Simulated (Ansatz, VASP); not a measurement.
## One calculation of Ir, two programs

Contents of INCAR:

```
SYSTEM = Ir
  PREC = Accurate
  ENCUT = 600
  EDIFF = 1E-7
  ISMEAR = 0
  SIGMA = 0.1
  LREAL = .FALSE.
  LASPH = .TRUE.
  NELM = 60
  ALGO = Normal
  ISIF = 3
  LWAVE = .FALSE.
  LCHARG = .FALSE.
  GGA = PE
  IBRION = 2
  NSW = 100
  EDIFFG = -0.005
```

Contents of KPOINTS:

```
regular mesh
0
G
  18 18 18
  0 0 0
```

POSCAR

```
Ir
1.0
    0.0000000000      1.9379612704      1.9379612704
    1.9379612704      0.0000000000      1.9379612704
    1.9379612704      1.9379612704      0.0000000000
Ir
1
Direct
    0.0000000000      0.0000000000      0.0000000000
```

Input for Ansatz:

```yaml
crystal:
  lattice:
    - [0.0, 1.9379612704, 1.9379612704]
    - [1.9379612704, 0.0, 1.9379612704]
    - [1.9379612704, 1.9379612704, 0.0]
  atoms:
    - { symbol: Ir, position: [0.0, 0.0, 0.0] }
basis:
  ecutwfc: 420
kpoints:
  mp_grid: { grid: [18, 18, 18] }
hamiltonian:
  xc: pbe
scf:
  occupations: { method: gaussian, width: 0.1 }
output:
  forces: true
  stress: true
  eigenvalues: true
relax:
  adjacent_minimum: "off"
  f_tol: 0.005
  max_steps: 80
  cell: { stress_tol: 0.05 }
```

Alike in both runs: task relaxation of cell and atoms; functional PBE; k mesh 18 × 18 × 18; occupations gaussian, width 0.1 eV; no spin polarisation.

|  | VASP | Ansatz |
| --- | --- | --- |
| version | VASP 6.6.1 | Ansatz 0.2.0 |
| potentials or method | VASP PAW PBE potentials, release 64 (Ir), cutoff 600 eV | scalar-relativistic, plane waves, PAW |
| valence electrons in the cell | 9 | 17 |

|  | VASP | Ansatz | Ansatz less VASP |
| --- | --- | --- | --- |
| gap on the k mesh at the Fermi level, each at its own relaxed structure (eV) | none | none | - |
| relaxed volume (Å³/atom) | 14.52 | 14.50 | -0.023 |
| relaxed cell length with the largest relative difference (Å) | 2.738 | 2.737 | -0.0015 |

A gap of «none» marks a metal or a gap that the smearing closes. VASP's potentials hold 9 valence electrons a cell and Ansatz's 17, so a difference there can come from the potentials and not from the codes.

Spin-orbit coupling is off throughout.
